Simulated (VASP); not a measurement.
# Pd3Cl in VASP: notebook, part 2 of 2

VASP 6.6.1.

**3. Single point, PBE**

File INCAR:

```
  ALGO = Normal
  DIPOL = 0.5 0.5 0.369
  EDIFF = 1E-6
  ENCUT = 520
  GGA = PE
  IDIPOL = 3
  ISIF = 2
  ISMEAR = 0
  LASPH = T
  LCHARG = T
  LDIPOL = T
  LELF = T
  LREAL = F
  LVACPOTAV = T
  LVHAR = T
  LWAVE = F
  NBANDS = 26
  NELM = 60
  PREC = Accurate
  SIGMA = 0.1
```

File KPOINTS:

```
k-points
0
Gamma
  12 12 1
```

File POSCAR:

```
Pd3Cl
1.0
    2.7875943961      0.0000000000      0.0000000000
   -1.3937971981      2.4141275625      0.0000000000
    0.0000000000      0.0000000000     20.0521225868
Pd Cl
3 1
Direct
    0.6666666666      0.3333333333      0.1994801290
    0.3333333334      0.6666666667      0.3129873791
    0.0000000000      0.0000000000      0.4264946292
    0.1666666666      0.3333333333      0.5388749427
```

Potentials or basis: VASP PAW PBE potentials, release 64 (Pd, Cl).

On the command line:

```sh
$ cat potpaw_PBE.64/Pd/POTCAR potpaw_PBE.64/Cl/POTCAR > POTCAR
$ mpirun -np 1 vasp_std > vasp.out
```

OUTCAR:

```text
EDIFF = 1E-6
   ENCUT = 520
   GGA = PE
   ISIF = 2
   ISMEAR = 0
   LASPH = T
   LREAL = F
   NELM = 60
   PREC = Accurate

 ion  position               nearest neighbor table
   1  0.667  0.333  0.199-   2 2.79   2 2.79   2 2.79
   2  0.333  0.667  0.313-   3 2.79   1 2.79   1 2.79   3 2.79   3 2.79   1 2.79
   3  0.000  0.000  0.426-   4 2.39   2 2.79   2 2.79   2 2.79
   4  0.167  0.333  0.539-   3 2.39

  LATTYP: Found a hexagonal cell.
 ALAT       =     2.7875943961
 C/A-ratio  =     7.1933429823

  Lattice vectors:

 A1 = (   2.7875943961,   0.0000000000,   0.0000000000)
 A2 = (  -1.3937971981,   2.4141275625,   0.0000000000)
 A3 = (   0.0000000000,   0.0000000000,  20.0521225868)

Analysis of symmetry for initial positions (statically):
=====================================================================
 Subroutine PRICEL returns:
 Original cell was already a primitive cell.

 Routine SETGRP: Setting up the symmetry group for a
 hexagonal supercell.

 Subroutine GETGRP returns: Found  2 space group operations
 (whereof  2 operations were pure point group operations)
 out of a pool of 24 trial point group operations.

The static configuration has the point symmetry C_1h.

Analysis of symmetry for dynamics (positions and initial velocities):
=====================================================================
 Subroutine PRICEL returns:
 Original cell was already a primitive cell.

 Routine SETGRP: Setting up the symmetry group for a
 hexagonal supercell.

 Subroutine GETGRP returns: Found  2 space group operations
 (whereof  2 operations were pure point group operations)
 out of a pool of 24 trial point group operations.

The dynamic configuration has the point symmetry C_1h.

 Subroutine INISYM returns: Found  2 space group operations
 (whereof  2 operations are pure point group operations),
 and found     1 'primitive' translations

----------------------------------------------------------------------------------------

                                     Primitive cell

  volume of cell :     134.9429

  direct lattice vectors                    reciprocal lattice vectors
     2.787594396  0.000000000  0.000000000     0.358732246  0.207114159  0.000000000
    -1.393797198  2.414127563  0.000000000     0.000000000  0.414228318  0.000000000
     0.000000000  0.000000000 20.052122587     0.000000000  0.000000000  0.049870032

  length of vectors
     2.787594396  2.787594396 20.052122587     0.414228318  0.414228318  0.049870032

  position of ions in fractional coordinates (direct lattice)
     0.666666667  0.333333333  0.199480129
     0.333333333  0.666666667  0.312987379
     0.000000000  0.000000000  0.426494629
     0.166666667  0.333333333  0.538874943

  ion indices of the primitive-cell ions
   primitive index   ion index
                 1           1
                 2           2
                 3           3
                 4           4

----------------------------------------------------------------------------------------

 KPOINTS: k-points

Automatic generation of k-mesh.
 Grid dimensions read from file:
 generate k-points for:   12   12    1

 Generating k-lattice:

[... 21 lines left out ...]
  0.166667 -0.000000  0.000000      4.000000
  0.000000  0.166667  0.000000      2.000000
  0.250000  0.000000  0.000000      4.000000
[... 16 lines left out ...]
 -0.083333  0.416667  0.000000      4.000000
 -0.416667  0.333333  0.000000      4.000000
 [... further k-points ...]
   k-points           NKPTS =     43   k-points in BZ     NKDIM =     43   number of bands    NBANDS=     26
   number of dos      NEDOS =    301   number of ions     NIONS =      4
   total plane-waves  NPLWV =  86400
   dimension x,y,z NGX =    24 NGY =   24 NGZ =  150
   dimension x,y,z NGXF=    48 NGYF=   48 NGZF=  300
   ions per type =               3   1
   NGX,Y,Z   is equivalent  to a cutoff of  14.31, 14.31, 12.44 a.u.
   NGXF,Y,Z  is equivalent  to a cutoff of  28.63, 28.63, 24.87 a.u.
 SYSTEM =  unknown system
   PREC   = accura    normal or accurate (medium, high low for compatibility)
   ISTART =      0    job   : 0-new  1-cont  2-samecut
   ICHARG =      2    charge: 1-file 2-atom 10-const
   ISPIN  =      1    spin polarized calculation?
   LNONCOLLINEAR =      F non collinear calculations
   LSORBIT =      F    spin-orbit coupling
   LASPH  =      T    aspherical Exc in radial PAW
   ENCUT  =  520.0 eV  38.22 Ry    6.18 a.u.   5.18  5.18 37.28*2*pi/ulx,y,z
   NELM   =     60;   NELMIN=  2; NELMDL= -5     # of ELM steps
   EDIFF  = 0.1E-05   stopping-criterion for ELM
   LREAL  =      F    real-space projection
   EDIFFG = 0.1E-04   stopping-criterion for IOM
   NSW    =      0    number of steps for IOM
   IBRION =     -1    ionic relax: 0-MD 1-quasi-New 2-CG
   NFREE  =      0    steps in history (QN), initial steepest desc. (CG)
   ISIF   =      2    stress and relaxation
   ISYM   =      2    0-nonsym 1-usesym 2-fastsym
   POTIM  = 0.5000    time-step for ionic-motion
   TEBEG  =    0.0;   TEEND  =   0.0 temperature during run
   PSTRESS=    0.0 pullay stress
   NELECT =      37.0000    total number of electrons
   NUPDOWN=      -1.0000    fix difference up-down
   EMIN   =  10.00;   EMAX   =-10.00  energy-range for DOS
   EFERMI =   0.00;   METHOD = LEGACY
   ISMEAR =     0;   SIGMA  =   0.10  broadening in eV -4-tet -1-fermi 0-gaus
   EFERMI_NEDOS =   21; number of points for ismear=-14 and -15
   IALGO  =     38    algorithm
   IMIX   =      4    mixing-type and parameters
     AMIX     =   0.40;   BMIX     =  1.00
     AMIX_MAG =   1.60;   BMIX_MAG =  1.00
  volume/ion in A,a.u.               =      33.74       227.66
  Fermi-wavevector in a.u.,A,eV,Ry     =   1.063552  2.009822 15.390130  1.131143
  Thomas-Fermi vector in A             =   2.199041
   LORBIT       =      0    0 simple, 1 ext, 2 COOP (PROOUT), +10 PAW based schemes
   GGA     = PE    functional components
   LHFCALC =     F    Hartree Fock is set to
   AEXX    =    0.0000 exact exchange contribution
   IVDW    =     0    specifies the selected vdW correction
   LEPSILON=     F    determine dielectric tensor
   LRPA    =     F    only Hartree local field effects (RPA)
 non-spin polarized calculation
 Gauss-broadening in eV      SIGMA  =   0.10
  energy-cutoff  :      520.00
  volume of cell :      134.94
 maximum number of plane-waves:      3666
 NGX is ok and might be reduce to    24
   NGX = 11   NGY = 11   NGZ = 75

 dipolmoment           0.000000      0.000000     -0.063728 electrons x Angstroem

 number of electron      37.0000000 magnetization

 dipolmoment           0.000000      0.000000      0.021572 electrons x Angstroem

 Free energy of the ion-electron system (eV)
  ---------------------------------------------------
  ext. energy  EPLUGINS =         0.00000000
  ---------------------------------------------------
  free energy    TOTEN  =       -16.28304071 eV

  energy without entropy =      -16.23981820  energy(sigma->0) =      -16.26142946

 E-fermi :   0.8520     XC(G=0):  -6.4056

 val. band max:        0.8516345317   @ k =   0.2500   0.0000   0.0000
 cond. band min:       0.8542531782   @ k =   0.0833   0.0833   0.0000
 fundamental gap:      0.0026186465
 Fermi energy:         0.8519736559

 k-point     1 :       0.0000    0.0000    0.0000
  band No.  band energies     occupation
      1     -15.9815      2.00000
      2      -5.6042      2.00000
      3      -4.6381      2.00000
      4      -3.9504      2.00000
      5      -3.7343      2.00000
      6      -1.8062      2.00000
[... 685 lines left out ...]
     25       9.6695      0.00000
     26      10.1925      0.00000

 [... further k-points ...]

------------------------ aborting loop because EDIFF is reached ----------------------------------------

  FORCE on cell =-STRESS in cart. coord.  units (eV):
  Direction    XX          YY          ZZ          XY          YZ          ZX
  --------------------------------------------------------------------------------------
  -------------------------------------------------------------------------------------
  Total        1.2488454      2.2152808     -0.2304183     -0.0000000     -0.8413207      0.0000000
  in kB       14.8275404     26.3020265     -2.7357566     -0.0000000     -9.9889994      0.0000000
  external PRESSURE =      12.7979368 kB  Pullay stress =       0.0000000 kB

 VOLUME and BASIS-vectors are now :
 -----------------------------------------------------------------------------
  energy-cutoff  :      520.00
  volume of cell :      134.94
      direct lattice vectors                 reciprocal lattice vectors
     2.787594396  0.000000000  0.000000000     0.358732246  0.207114159  0.000000000
    -1.393797198  2.414127563  0.000000000     0.000000000  0.414228318  0.000000000
     0.000000000  0.000000000 20.052122587     0.000000000  0.000000000  0.049870032

 POSITION                                       TOTAL-FORCE (eV/Angst)
 -----------------------------------------------------------------------------------
      1.39380      0.80471      4.00000        -0.000000      0.034448      0.012847
      0.00000      1.60942      6.27606         0.000000     -0.008447      0.054099
      0.00000      0.00000      8.55212        -0.000000      0.286328     -0.061091
     -0.00000      0.80471     10.80559         0.000000     -0.312328     -0.005855
 -----------------------------------------------------------------------------------
    total drift:                               -0.000000      0.000053     -0.001140

  FREE ENERGIE OF THE ION-ELECTRON SYSTEM (eV)
  ---------------------------------------------------
  free  energy   TOTEN  =       -16.2830407100 eV

  energy  without entropy=      -16.2398182008  energy(sigma->0) =      -16.26142946

 vacuum level on the upper side and lower side of the slab         6.632         6.052
```

OSZICAR:

```text
N       E                     dE             d eps       ncg     rms          rms(c)
DAV:   1     0.245704539100E+03    0.24570E+03   -0.16777E+04  2236   0.122E+03
DAV:   2    -0.411122279011E+01   -0.24982E+03   -0.23832E+03  2624   0.270E+02
DAV:   3    -0.168428814644E+02   -0.12732E+02   -0.12376E+02  2612   0.589E+01
[... 21 lines left out ...]
DAV:  25    -0.162830220091E+02   -0.12074E-04   -0.53993E-07  1722   0.397E-03    0.683E-03
DAV:  26    -0.162830347366E+02   -0.12728E-04   -0.11104E-06  1764   0.542E-03    0.287E-03
DAV:  27    -0.162830379132E+02   -0.31766E-05   -0.16903E-07  1698   0.193E-03    0.181E-03
DAV:  28    -0.162830401575E+02   -0.22443E-05   -0.24375E-07  1624   0.223E-03    0.677E-04
DAV:  29    -0.162830407100E+02   -0.55241E-06   -0.42985E-08  1796   0.994E-04
   1 F= -.16283041E+02 E0= -.16261429E+02  d E =-.432225E-01
```

Wall time 3.4 min (1 thread of Intel Xeon 6975P-C (Granite Rapids), shared host); peak memory 0.35 GiB.

Results:

```
Free energy   : -16.2830 eV
Largest force : 0.312 eV/Å
```

Forces in eV/Å, atoms in the order of the input:
```
Pd   0.000  0.034  0.013
Pd   0.000 -0.008  0.054
Pd   0.000  0.286 -0.061
Cl   0.000 -0.312 -0.006
```

Levels at points of the mesh, in eV from the Fermi level:
```tsv
k point	band 14	band 15	band 16	band 17	band 18	band 19	band 20	band 21	band 22	band 23
(0.00, 0.00, 0.00)	-1.23	-1.22	-0.86	-0.81	-0.20	-0.16	0.74	0.95	1.00	4.23
(0.50, 0.00, 0.00)	-0.63	-0.28	-0.02	0.11	0.16	0.32	2.29	3.46	3.71	7.11
(0.00, 0.50, 0.00)	-0.61	-0.12	-0.01	0.06	0.12	0.32	2.28	3.63	3.99	6.97
```

Caveat: an odd number of electrons without spin polarisation forces a metal; a magnetic or distorted state may lie lower.

**4. Single point, PBE**

File INCAR:

```
ALGO = Normal
DIPOL = 0.5 0.5 0.369
EDIFF = 1E-7
ENCUT = 520
GGA = PE
IDIPOL = 3
ISIF = 2
ISMEAR = 0
LASPH = True
LCHARG = False
LDIPOL = True
LREAL = False
LWAVE = False
NBANDS = 26
NELM = 60
PREC = Accurate
SIGMA = 0.1
```

KPOINTS is that of step 3.

File POSCAR:

```
Pd3Cl
1.0
    2.7875943961      0.0000000000      0.0000000000
   -1.3937971981      2.4141275625      0.0000000000
    0.0000000000      0.0000000000     20.0521225868
Pd Cl
3 1
Direct
    0.6666666667      0.3333333334      0.1994801290
    0.3333333333      0.6666666666      0.3129873791
    0.0000000000      0.0000000000      0.4264946292
    0.3333333333      0.1666666666      0.5389711742
```

On the command line:

```sh
$ cat potpaw_PBE.64/Pd/POTCAR potpaw_PBE.64/Cl/POTCAR > POTCAR
$ mpirun -np 1 vasp_std > vasp.out
```

Run time: 2.5 min. Hardware: 1 thread of Intel Xeon 6975P-C (Granite Rapids), shared host; peak memory 0.35 GiB.

The run converged. Its results:

* Free energy: -16.2799 eV
* Largest force: 0.301 eV/Å

Forces in eV/Å, atoms in the order of the input:
```
Pd   0.026  0.015  0.013
Pd   0.063  0.037  0.054
Pd   0.171  0.099 -0.061
Cl  -0.260 -0.150 -0.006
```

Levels at points of the mesh, in eV from the Fermi level:
```csv
k point,band 15,band 16,band 17,band 18,band 19,band 20,band 21,band 22
"(0.00, 0.00, 0.00)",-1.20,-0.82,-0.82,-0.18,-0.16,0.74,0.93,0.99
"(0.50, 0.00, 0.00)",-0.11,-0.06,-0.01,0.12,0.33,2.47,3.68,3.78
"(0.00, 0.50, 0.00)",-0.28,-0.02,0.11,0.24,0.33,2.12,3.51,3.78
```

Caveat: an odd number of electrons without spin polarisation forces a metal; a magnetic or distorted state may lie lower.
